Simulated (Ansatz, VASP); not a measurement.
Two plane-wave programs on Ni

```
Ni
1.0
     4.98369    0.00000    0.00000
     2.49184    4.31600    0.00000
     0.00000    0.00000   26.10375
Ni
16
Direct
  0.00000 0.00000 0.38309
  0.50000 0.00000 0.38309
  0.00000 0.50000 0.38309
  0.50000 0.50000 0.38309
  0.16667 0.16667 0.46103
  0.66667 0.16667 0.46103
  0.16667 0.66667 0.46103
  0.66667 0.66667 0.46103
  0.83333 0.33333 0.53897
  0.33333 0.33333 0.53897
  0.83333 0.83333 0.53897
  0.33333 0.83333 0.53897
  0.00000 0.00000 0.61691
  0.50000 0.00000 0.61691
  0.00000 0.50000 0.61691
  0.50000 0.50000 0.61691
```

Alike in both runs: task single point; functional LDA; k mesh 6 × 6 × 1; occupations gaussian, width 0.1 eV; collinear spin.

|  | VASP | Ansatz |
| --- | --- | --- |
| version | VASP 6.6.1 | Ansatz 0.2.0 |
| potentials or method | VASP PAW LDA potentials, release 64 (Ni) | scalar-relativistic, plane waves, PAW |
| plane-wave cutoff (eV) | 520 | 420 |
| valence electrons in the cell | 160 | 288 |

```tsv
	VASP	Ansatz	Ansatz less VASP
gap on the k mesh at the Fermi level (eV)	none	none	-
rms of the force components (eV/Å)	0.303	0.306	+0.0030
net moment per atom (μB)	0.63	0.65	+0.027
size of the moment on the site where the two differ most (μB)	0.66	0.72	+0.055
```

LDA's correlation is that of Perdew and Zunger in VASP and of Perdew and Wang (1992) in Ansatz. Site moments also hang on the region over which each program counts them. Atom by atom the forces differ by 0.003 eV/Å (rms over components). A gap of «none» marks a metal or a gap that the smearing closes. VASP's potentials hold 160 valence electrons a cell and Ansatz's 288, so a difference there can come from the potentials and not from the codes.
